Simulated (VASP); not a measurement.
# Na2TlGaF6 (Fm-3m) in VASP: further runs

Na2TlGaF6 is run at these levels: PBEsol; tasks: single point, relaxation of cell and atoms.

Everything below comes from runs of VASP 6.6.1. Logs are shortened: lines on timing, memory, paths and dates and some standing lists are left out, and cuts for length are marked.

### 1 The cell of the first run

The structure is cubic, space group Fm-3m (No. 225). The conventional cell has a = 8.856 Å, b = 8.856 Å, c = 8.856 Å, α = 90.00°, β = 90.00°, γ = 90.00°. Na (site symmetry -43m) has 12 F at 3.15 Å and 4 Tl at 3.83 Å and 4 Ga at 3.83 Å within 4.1 Å. Tl (site symmetry m-3m) has 6 F at 2.53 Å within 3.3 Å. Ga (site symmetry m-3m) has 6 F at 1.90 Å within 2.5 Å. F (site symmetry 4mm) has 1 Ga at 1.90 Å within 2.5 Å.

### 2 Single point, PBEsol

File INCAR:

```
  PREC = Accurate
  ENCUT = 520
  EDIFF = 1E-7
  ISMEAR = 0
  SIGMA = 0.05
  LREAL = False
  LASPH = True
  NELM = 100
  ALGO = Normal
  ISIF = 2
  LWAVE = False
  LCHARG = True
  GGA = PS
  LELF = True
  LVHAR = True
  NBANDS = 52
```

File KPOINTS:

```
regular mesh
0
Gamma
  6 6 6
```

File POSCAR:

```
Na2TlGaF6
1.0
    0.0000000000      4.4281556653      4.4281556653
    4.4281556653      0.0000000000      4.4281556653
    4.4281556653      4.4281556653      0.0000000000
Na Tl Ga F
2 1 1 6
Direct
    0.7500000000      0.7500000000      0.7500000000
    0.2500000000      0.2500000000      0.2500000000
    0.5000000000      0.5000000000      0.5000000000
    0.0000000000      0.0000000000      0.0000000000
    0.7859162153      0.2140837847      0.2140837847
    0.2140837847      0.2140837847      0.7859162153
    0.2140837847      0.7859162153      0.7859162153
    0.2140837847      0.7859162153      0.2140837847
    0.7859162153      0.2140837847      0.7859162153
    0.7859162153      0.7859162153      0.2140837847
```

Potentials or basis: VASP PAW PBE potentials, release 64 (Na_pv, Tl_d, Ga_d, F).

Launch:

```bash
cat potpaw_PBE.64/Na_pv/POTCAR potpaw_PBE.64/Tl_d/POTCAR potpaw_PBE.64/Ga_d/POTCAR potpaw_PBE.64/F/POTCAR > POTCAR
mpirun -np 1 vasp_std > vasp.out
```

OUTCAR:

```text
PREC = Accurate
   ENCUT = 520
   EDIFF = 1E-7
   ISMEAR = 0
   LREAL = False
   LASPH = True
   NELM = 100
   ISIF = 2
   GGA = PS

 ion  position               nearest neighbor table
   1  0.750  0.750  0.750-
   2  0.250  0.250  0.250-
   3  0.500  0.500  0.500-   5 2.53   6 2.53   7 2.53   8 2.53   9 2.53  10 2.53
   4  0.000  0.000  0.000-   5 1.90   6 1.90   7 1.90   8 1.90   9 1.90  10 1.90
   5  0.786  0.214  0.214-   4 1.90   3 2.53
   6  0.214  0.214  0.786-   4 1.90   3 2.53
   7  0.214  0.786  0.786-   4 1.90   3 2.53
   8  0.214  0.786  0.214-   4 1.90   3 2.53
   9  0.786  0.214  0.786-   4 1.90   3 2.53
  10  0.786  0.786  0.214-   4 1.90   3 2.53

  LATTYP: Found a face centered cubic cell.
 ALAT       =     8.8563113306

  Lattice vectors:

 A1 = (   0.0000000000,   4.4281556653,   4.4281556653)
 A2 = (   4.4281556653,   0.0000000000,   4.4281556653)
 A3 = (   4.4281556653,   4.4281556653,   0.0000000000)

Analysis of symmetry for initial positions (statically):
=====================================================================
 Subroutine PRICEL returns:
 Original cell was already a primitive cell.

 Routine SETGRP: Setting up the symmetry group for a
 face centered cubic supercell.

 Subroutine GETGRP returns: Found 48 space group operations
 (whereof 48 operations were pure point group operations)
 out of a pool of 48 trial point group operations.

The static configuration has the point symmetry O_h .

Analysis of symmetry for dynamics (positions and initial velocities):
=====================================================================
 Subroutine PRICEL returns:
 Original cell was already a primitive cell.

 Routine SETGRP: Setting up the symmetry group for a
 face centered cubic supercell.

 Subroutine GETGRP returns: Found 48 space group operations
 (whereof 48 operations were pure point group operations)
 out of a pool of 48 trial point group operations.

The dynamic configuration has the point symmetry O_h .

 Subroutine INISYM returns: Found 48 space group operations
 (whereof 48 operations are pure point group operations),
 and found     1 'primitive' translations

----------------------------------------------------------------------------------------

                                     Primitive cell

  volume of cell :     173.6595

  direct lattice vectors                    reciprocal lattice vectors
     0.000000000  4.428155665  4.428155665    -0.112913826  0.112913826  0.112913826
     4.428155665  0.000000000  4.428155665     0.112913826 -0.112913826  0.112913826
     4.428155665  4.428155665  0.000000000     0.112913826  0.112913826 -0.112913826

  length of vectors
     6.262357798  6.262357798  6.262357798     0.195572484  0.195572484  0.195572484

  position of ions in fractional coordinates (direct lattice)
     0.750000000  0.750000000  0.750000000
     0.250000000  0.250000000  0.250000000
     0.500000000  0.500000000  0.500000000
     0.000000000  0.000000000  0.000000000
     0.785916215  0.214083785  0.214083785
     0.214083785  0.214083785  0.785916215
     0.214083785  0.785916215  0.785916215
     0.214083785  0.785916215  0.214083785
     0.785916215  0.214083785  0.785916215
     0.785916215  0.785916215  0.214083785

  ion indices of the primitive-cell ions
   primitive index   ion index
                 1           1
                 2           2
                 3           3
                 4           4
                 5           5
                 6           6
                 7           7
                 8           8
                 9           9
                10          10

----------------------------------------------------------------------------------------

 KPOINTS: regular mesh

Automatic generation of k-mesh.
 Grid dimensions read from file:
 generate k-points for:    6    6    6

 Generating k-lattice:

  Cartesian coordinates                     Fractional coordinates (reciprocal lattice)
    -0.018818971  0.018818971  0.018818971     0.166666667  0.000000000  0.000000000
     0.018818971 -0.018818971  0.018818971     0.000000000  0.166666667  0.000000000
     0.018818971  0.018818971 -0.018818971     0.000000000  0.000000000  0.166666667

  Length of vectors
     0.032595414  0.032595414  0.032595414

  Shift w.r.t. Gamma in fractional coordinates (k-lattice)
     0.000000000  0.000000000  0.000000000

 Subroutine IBZKPT returns following result:
 ===========================================

 Found     16 irreducible k-points:

 Following reciprocal coordinates:
            Coordinates               Weight
  0.000000  0.000000  0.000000      1.000000
  0.166667  0.000000  0.000000      8.000000
  0.333333  0.000000  0.000000      8.000000
  0.500000  0.000000  0.000000      4.000000
  0.166667  0.166667  0.000000      6.000000
  0.333333  0.166667  0.000000     24.000000
[... 8 lines left out ...]
 -0.333333  0.333333  0.166667     24.000000
 -0.333333  0.500000  0.166667     12.000000
   k-points           NKPTS =     16   k-points in BZ     NKDIM =     16   number of bands    NBANDS=     52
   number of dos      NEDOS =    301   number of ions     NIONS =     10
   total plane-waves  NPLWV = 110592
   dimension x,y,z NGX =    48 NGY =   48 NGZ =   48
   dimension x,y,z NGXF=    96 NGYF=   96 NGZF=   96
   ions per type =               2   1   1   6
   NGX,Y,Z   is equivalent  to a cutoff of  12.74, 12.74, 12.74 a.u.
   NGXF,Y,Z  is equivalent  to a cutoff of  25.48, 25.48, 25.48 a.u.
 SYSTEM =  unknown system
   PREC   = accura    normal or accurate (medium, high low for compatibility)
   ISTART =      0    job   : 0-new  1-cont  2-samecut
   ICHARG =      2    charge: 1-file 2-atom 10-const
   ISPIN  =      1    spin polarized calculation?
   LNONCOLLINEAR =      F non collinear calculations
   LSORBIT =      F    spin-orbit coupling
   LASPH  =      T    aspherical Exc in radial PAW
   ENCUT  =  520.0 eV  38.22 Ry    6.18 a.u.  11.64 11.64 11.64*2*pi/ulx,y,z
   NELM   =    100;   NELMIN=  2; NELMDL= -5     # of ELM steps
   EDIFF  = 0.1E-06   stopping-criterion for ELM
   LREAL  =      F    real-space projection
   EDIFFG = 0.1E-05   stopping-criterion for IOM
   NSW    =      0    number of steps for IOM
   IBRION =     -1    ionic relax: 0-MD 1-quasi-New 2-CG
   NFREE  =      0    steps in history (QN), initial steepest desc. (CG)
   ISIF   =      2    stress and relaxation
   ISYM   =      2    0-nonsym 1-usesym 2-fastsym
   POTIM  = 0.5000    time-step for ionic-motion
   TEBEG  =    0.0;   TEEND  =   0.0 temperature during run
   PSTRESS=    0.0 pullay stress
   NELECT =      82.0000    total number of electrons
   NUPDOWN=      -1.0000    fix difference up-down
   EMIN   =  10.00;   EMAX   =-10.00  energy-range for DOS
   EFERMI =   0.00;   METHOD = LEGACY
   ISMEAR =     0;   SIGMA  =   0.05  broadening in eV -4-tet -1-fermi 0-gaus
   EFERMI_NEDOS =   21; number of points for ismear=-14 and -15
   IALGO  =     38    algorithm
   IMIX   =      4    mixing-type and parameters
     AMIX     =   0.40;   BMIX     =  1.00
     AMIX_MAG =   1.60;   BMIX_MAG =  1.00
  volume/ion in A,a.u.               =      17.37       117.19
  Fermi-wavevector in a.u.,A,eV,Ry     =   1.274813  2.409048 22.111492  1.625149
  Thomas-Fermi vector in A             =   2.407560
   LORBIT       =      0    0 simple, 1 ext, 2 COOP (PROOUT), +10 PAW based schemes
   GGA     = PS    functional components
   LHFCALC =     F    Hartree Fock is set to
   AEXX    =    0.0000 exact exchange contribution
   IVDW    =     0    specifies the selected vdW correction
   LEPSILON=     F    determine dielectric tensor
   LRPA    =     F    only Hartree local field effects (RPA)
 non-spin polarized calculation
 Gauss-broadening in eV      SIGMA  =   0.05
  energy-cutoff  :      520.00
  volume of cell :      173.66
 maximum number of plane-waves:      4720
 NGX is ok and might be reduce to    48
   NGX = 23   NGY = 23   NGZ = 23

 number of electron      82.0000013 magnetization

 Free energy of the ion-electron system (eV)
  ---------------------------------------------------
  ext. energy  EPLUGINS =         0.00000000
  ---------------------------------------------------
  free energy    TOTEN  =       -43.98548363 eV

  energy without entropy =      -43.98548363  energy(sigma->0) =      -43.98548363

 E-fermi :   0.5333     XC(G=0):  -8.4262

 val. band max:        0.2420060432   @ k =   0.5000   0.5000   0.0000
 cond. band min:       3.6294278143   @ k =   0.5000   0.0000   0.0000
 fundamental gap:      3.3874217711
 Fermi energy:         0.5333246519

 k-point     1 :       0.0000    0.0000    0.0000
  band No.  band energies     occupation
      1     -23.1030      2.00000
      2     -23.1030      2.00000
      3     -23.1030      2.00000
      4     -23.1011      2.00000
      5     -23.1011      2.00000
      6     -23.1011      2.00000
[... 44 lines left out ...]
     51       9.9452      0.00000
     52       9.9452      0.00000

 k-point     2 :       0.1667    0.0000    0.0000
  band No.  band energies     occupation
      1     -23.1034      2.00000
      2     -23.1030      2.00000
      3     -23.1030      2.00000
      4     -23.1020      2.00000
      5     -23.1014      2.00000
      6     -23.1014      2.00000
[... 44 lines left out ...]
     51       9.6180      0.00000
     52       9.6181      0.00000
[... 713 lines left out ...]
     51      10.0266      0.00000
     52      10.5590      0.00000

 k-point    16 :      -0.3333    0.5000    0.1667
  band No.  band energies     occupation
      1     -23.1082      2.00000
      2     -23.1056      2.00000
      3     -23.1040      2.00000
      4     -23.1019      2.00000
      5     -23.1008      2.00000
      6     -23.1006      2.00000
[... 44 lines left out ...]
     51      10.0510      0.00000
     52      10.4518      0.00000

------------------------ aborting loop because EDIFF is reached ----------------------------------------

  FORCE on cell =-STRESS in cart. coord.  units (eV):
  Direction    XX          YY          ZZ          XY          YZ          ZX
  --------------------------------------------------------------------------------------
  -------------------------------------------------------------------------------------
  Total        0.0086738      0.0086738      0.0086738      0.0000000      0.0000000      0.0000000
  in kB        0.0800238      0.0800238      0.0800238      0.0000000      0.0000000      0.0000000
  external PRESSURE =       0.0800238 kB  Pullay stress =       0.0000000 kB

 VOLUME and BASIS-vectors are now :
 -----------------------------------------------------------------------------
  energy-cutoff  :      520.00
  volume of cell :      173.66
      direct lattice vectors                 reciprocal lattice vectors
     0.000000000  4.428155665  4.428155665    -0.112913826  0.112913826  0.112913826
     4.428155665  0.000000000  4.428155665     0.112913826 -0.112913826  0.112913826
     4.428155665  4.428155665  0.000000000     0.112913826  0.112913826 -0.112913826

 POSITION                                       TOTAL-FORCE (eV/Angst)
 -----------------------------------------------------------------------------------
      6.64223      6.64223      6.64223        -0.000000     -0.000000     -0.000000
      2.21408      2.21408      2.21408         0.000000      0.000000      0.000000
      4.42816      4.42816      4.42816        -0.000000     -0.000000      0.000000
      0.00000      0.00000      0.00000        -0.000000     -0.000000      0.000000
      1.89599      4.42816      4.42816         0.078036      0.000000      0.000000
      4.42816      4.42816      1.89599        -0.000000      0.000000      0.078036
      6.96032      4.42816      4.42816        -0.078036      0.000000      0.000000
      4.42816      1.89599      4.42816        -0.000000      0.078036      0.000000
      4.42816      6.96032      4.42816        -0.000000     -0.078036      0.000000
      4.42816      4.42816      6.96032        -0.000000      0.000000     -0.078036
 -----------------------------------------------------------------------------------
    total drift:                                0.000000      0.000000     -0.000000

  FREE ENERGIE OF THE ION-ELECTRON SYSTEM (eV)
  ---------------------------------------------------
  free  energy   TOTEN  =       -43.9854836273 eV

  energy  without entropy=      -43.9854836273  energy(sigma->0) =      -43.98548363
```

Run time: 4.8 min. Hardware: 1 thread of AMD EPYC 7R43 (Zen 3), shared host; peak memory 0.36 GiB.

Results:

* Free energy: -43.9855 eV
* Pressure: 0.0 GPa
* Largest force: 0.078 eV/Å
* Band gap on the k mesh: 3.39 eV, indirect (least direct gap 3.88 eV)

Forces on the atoms (eV/Å):
```
Na   0.000  0.000  0.000
Na   0.000  0.000  0.000
Tl   0.000  0.000  0.000
Ga   0.000  0.000  0.000
F    0.078  0.000  0.000
F    0.000  0.000  0.078
F   -0.078  0.000  0.000
F    0.000  0.078  0.000
F    0.000 -0.078  0.000
F    0.000  0.000 -0.078
```

Levels at points of the mesh, in eV from the valence-band top:
```tsv
k point	band 38	band 39	band 40	band 41	band 42	band 43	band 44	band 45
(0.00, 0.00, 0.00)	-2.28	-2.28	-2.28	-1.88	4.02	5.80	5.80	5.80
(0.50, 0.00, 0.00)	-2.39	-2.39	-2.36	-0.49	3.39	5.31	6.04	6.04
(0.50, 0.50, 0.00)	-2.45	-2.45	-2.28	0.00	4.20	5.42	5.42	5.92
```

Caveat: the PAW data sets were made with another functional, which shifts forces and pressure a little; spin-orbit coupling is left out, which moves the levels of the heavy elements.

### 3 Single point, PBEsol

File INCAR:

```
ALGO = Normal
EDIFF = 1E-6
ENCUT = 520
GGA = PS
ISIF = 2
ISMEAR = 0
LASPH = True
LCHARG = False
LREAL = False
LWAVE = False
NBANDS = 52
NELM = 100
PREC = Accurate
SIGMA = 0.02
```

File KPOINTS:

```
k-points
0
Gamma
  6 6 6
```

POSCAR is that of step 2.

Potentials or basis: VASP PAW PBE potentials, release 64 (Na_pv, Tl_d, Ga_d, F).

Launch:

```bash
cat potpaw_PBE.64/Na_pv/POTCAR potpaw_PBE.64/Tl_d/POTCAR potpaw_PBE.64/Ga_d/POTCAR potpaw_PBE.64/F/POTCAR > POTCAR
mpirun -np 1 vasp_std > vasp.out
```

It took 4.1 min on 1 thread of AMD EPYC 7R43 (Zen 3), shared host; peak memory 0.37 GiB.

It converged, with:

```yaml
Free_energy: -43.9855 eV
Pressure: 0.0 GPa
Largest_force: 0.078 eV/Å
Band_gap_on_the_k_mesh: 3.39 eV, indirect (least direct gap 3.88 eV)
```

Forces in eV/Å, atoms in the order of the input:
```
Na   0.000  0.000  0.000
Na   0.000  0.000  0.000
Tl   0.000  0.000  0.000
Ga   0.000  0.000  0.000
F    0.078  0.000  0.000
F    0.000  0.000  0.078
F   -0.078  0.000  0.000
F    0.000  0.078  0.000
F    0.000 -0.078  0.000
F    0.000  0.000 -0.078
```

Levels at points of the mesh, in eV from the valence-band top:
```tsv
k point	band 38	band 39	band 40	band 41	band 42	band 43	band 44	band 45
(0.00, 0.00, 0.00)	-2.28	-2.28	-2.28	-1.88	4.02	5.80	5.80	5.80
(0.50, 0.00, 0.00)	-2.39	-2.39	-2.36	-0.49	3.39	5.31	6.04	6.04
(0.50, 0.50, 0.00)	-2.45	-2.45	-2.28	0.00	4.20	5.42	5.42	5.92
```

Caveat: the PAW data sets were made with another functional, which shifts forces and pressure a little; spin-orbit coupling is left out, which moves the levels of the heavy elements.

### 4 Relaxation of cell and atoms, PBEsol

This run uses another cell than the first one, of 18.18 Å³/atom, 1.047 times its volume.

File INCAR:

```
SYSTEM = Na2TlGaF6
ALGO = Normal ; EDIFF = 1E-6
EDIFFG = -0.005 ; ENCUT = 600
GGA = PS ; IBRION = 2
ISIF = 3 ; ISMEAR = 0
LASPH = .True. ; LCHARG = .False.
LREAL = .False. ; LWAVE = .False.
NELM = 100 ; NSW = 100
PREC = Accurate ; SIGMA = 0.02
```

File KPOINTS:

```
k-points
0
Gamma
  6 6 6
  0 0 0
```

File POSCAR:

```
Na2TlGaF6
1.0
    0.0000000000      4.4962200000      4.4962200000
    4.4962200000      0.0000000000      4.4962200000
    4.4962200000      4.4962200000      0.0000000000
Na Tl Ga F
2 1 1 6
Direct
    0.7500000000      0.7500000000      0.7500000000
    0.2500000000      0.2500000000      0.2500000000
    0.5000000000      0.5000000000      0.5000000000
    0.0000000000      0.0000000000      0.0000000000
    0.7865140000      0.2134860000      0.2134860000
    0.2134860000      0.2134860000      0.7865140000
    0.2134860000      0.7865140000      0.7865140000
    0.2134860000      0.7865140000      0.2134860000
    0.7865140000      0.2134860000      0.7865140000
    0.7865140000      0.7865140000      0.2134860000
```

Launch:

```bash
cat potpaw_PBE.64/Na_pv/POTCAR potpaw_PBE.64/Tl_d/POTCAR potpaw_PBE.64/Ga_d/POTCAR potpaw_PBE.64/F/POTCAR > POTCAR
mpirun -np 1 vasp_std > vasp.out
```

Wall time 23 min (1 thread of AMD EPYC 7R43 (Zen 3), shared host); peak memory 0.48 GiB.

It converged, with:

| Property | Result |
| --- | --- |
| Free energy | -44.0142 eV |
| Relaxed volume | 17.28 Å³/atom |
| Relaxed cell | a = 6.252 Å, b = 6.252 Å, c = 6.252 Å, α = 60.00°, β = 60.00°, γ = 60.00° |
| Space group after relaxing (to 0.05 Å) | Fm-3m (No. 225) |
| Energy gained by relaxing | 6.0 meV/atom |
| Ionic steps | 6 |
| Pressure after relaxing | 0.0 GPa |
| Band gap on the k mesh | 3.35 eV, indirect (least direct gap 3.84 eV) |

The path:
| step | energy change (eV) | largest force (eV/Å) | pressure (GPa) | volume (Å³) |
| --- | --- | --- | --- | --- |
| 1 | 0.0000 | 0.1406 | -2.18 | 181.79 |
| 2 | -0.0457 | 0.2516 | -0.08 | 175.35 |
| 3 | -0.0458 | 0.2250 | -0.26 | 175.75 |
| 4 | -0.0572 | 0.0979 | -0.12 | 174.07 |
| 5 | -0.0598 | 0.0058 | 0.01 | 172.73 |
| 6 | -0.0598 | 0.0014 | -0.01 | 172.81 |

Final structure:
```
Na Tl Ga F
1.0
     0.00000    4.42096    4.42096
     4.42096    0.00000    4.42096
     4.42096    4.42096    0.00000
Na Tl Ga F
2 1 1 6
Direct
  0.75000 0.75000 0.75000
  0.25000 0.25000 0.25000
  0.50000 0.50000 0.50000
  0.00000 0.00000 0.00000
  0.78531 0.21469 0.21469
  0.21469 0.21469 0.78531
  0.21469 0.78531 0.78531
  0.21469 0.78531 0.21469
  0.78531 0.21469 0.78531
  0.78531 0.78531 0.21469
```

Levels at points of the mesh, in eV from the valence-band top:
```
           k point  band 39  band 40  band 41  band 42  band 43  band 44
(0.00, 0.00, 0.00)    -2.34    -2.34    -1.89     3.99     5.79     5.79
(0.50, 0.00, 0.00)    -2.46    -2.43    -0.49     3.35     5.28     6.03
(0.50, 0.50, 0.00)    -2.52    -2.35     0.00     4.17     5.41     5.41
```

Caveat: the PAW data sets were made with another functional, which shifts forces and pressure a little; spin-orbit coupling is left out, which moves the levels of the heavy elements. A k mesh can miss the band edges.

### 5 Overview

| task | cell | cutoff (eV) | smearing | gap on the mesh (eV) | pressure (GPa) | largest force (eV/Å) |
| --- | --- | --- | --- | --- | --- | --- |
| single point | a = 6.262 Å, angles 60.0°, 10 atoms | 520 | gaussian 0.05 eV | 3.39 | 0.0 | 0.08 |
| single point | a = 6.262 Å, angles 60.0°, 10 atoms | 520 | gaussian 0.02 eV | 3.39 | 0.0 | 0.08 |
| relaxation of cell and atoms | relaxed from a = 6.359 Å, angles 60.0°, 10 atoms | 600 | gaussian 0.02 eV | 3.35 | 0.0 | - |

Alike in all rows: level PBEsol; potentials or basis VASP PAW PBE potentials, release 64 (Na_pv, Tl_d, Ga_d, F); no spin polarisation; k mesh 6 × 6 × 6.

Caveats: the PAW data sets were made with another functional, which shifts forces and pressure a little; spin-orbit coupling is left out, which moves the levels of the heavy elements.

Absolute energies hang on the potentials; compare differences alone.
